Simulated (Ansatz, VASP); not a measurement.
## Two plane-wave programs on AlN

The input INCAR:

```
  PREC = Accurate
  ENCUT = 520
  EDIFF = 1E-6
  ISMEAR = 0
  SIGMA = 0.05
  LREAL = F
  LASPH = T
  NELM = 100
  ALGO = Normal
  ISIF = 2
  LWAVE = F
  LCHARG = F
  GGA = PE
  NBANDS = 16
```

File KPOINTS:

```
regular mesh
0
Gamma
  9 9 6
```

Contents of POSCAR:

```
AlN
1.0
    3.2081362066      0.0000000000      0.0000000000
   -1.6040681033      2.7783274538      0.0000000000
    0.0000000000      0.0000000000      5.1423802048
Al N
2 2
Direct
    0.3333333333      0.6666666667      0.0017290859
    0.6666666667      0.3333333333      0.5017290859
    0.3333333333      0.6666666667      0.3832709141
    0.6666666667      0.3333333333      0.8832709141
```

Input for Ansatz:

```yaml
crystal:
  lattice:
    - [3.2081362066, 0.0, 0.0]
    - [-1.6040681033, 2.7783274538, 0.0]
    - [0.0, 0.0, 5.1423802048]
  atoms:
    - { symbol: Al, position: [0.3333333333, 0.6666666667, 0.0017290859] }
    - { symbol: Al, position: [0.6666666667, 0.3333333333, 0.5017290859] }
    - { symbol: "N", position: [0.3333333333, 0.6666666667, 0.3832709141] }
    - { symbol: "N", position: [0.6666666667, 0.3333333333, 0.8832709141] }
basis:
  ecutwfc: 520.0
kpoints:
  mp_grid: { grid: [9, 9, 6] }
hamiltonian:
  xc: pbe
  pseudopotentials: { kind: paw, azcp: { folder: soft_1 } }
scf:
  occupations: { method: gaussian, width: 0.05 }
output:
  forces: true
  stress: true
  eigenvalues: true
```

Change from the starting cell: mode 4 frozen in at +0.000 Å, equal normal strain along x, y and z +0.0250.

Alike in both runs: task single point; functional PBE; k mesh 9 × 9 × 6; occupations gaussian, width 0.05 eV; no spin polarisation.

```csv
,VASP,Ansatz
version,VASP 6.6.1,Ansatz 0.2.0
potentials or method,"VASP PAW PBE potentials, release 64 (Al, N), cutoff 520 eV","scalar-relativistic, plane waves, PAW"
valence electrons in the cell,16,16
```

Ansatz gave:

```
gap on the k mesh at the Fermi level (eV)                     : 3.41
least direct gap on the mesh (eV)                             : 3.41
pressure (GPa)                                                : -12.4
traceless stress, the component that is largest in VASP (GPa) : 0.57
rms of the force components (eV/Å)                            : 0.013
```

Estimate VASP's values.

gap on the k mesh at the Fermi level (eV): 3.42; least direct gap on the mesh (eV): 3.42; pressure (GPa): -12.6; traceless stress, the component that is largest in VASP (GPa): 0.60; rms of the force components (eV/Å): 0.014.

Atom by atom the forces differ by 0.000 eV/Å (rms over components). The functional is the same, so the differences come from potentials, cutoffs and numerics.
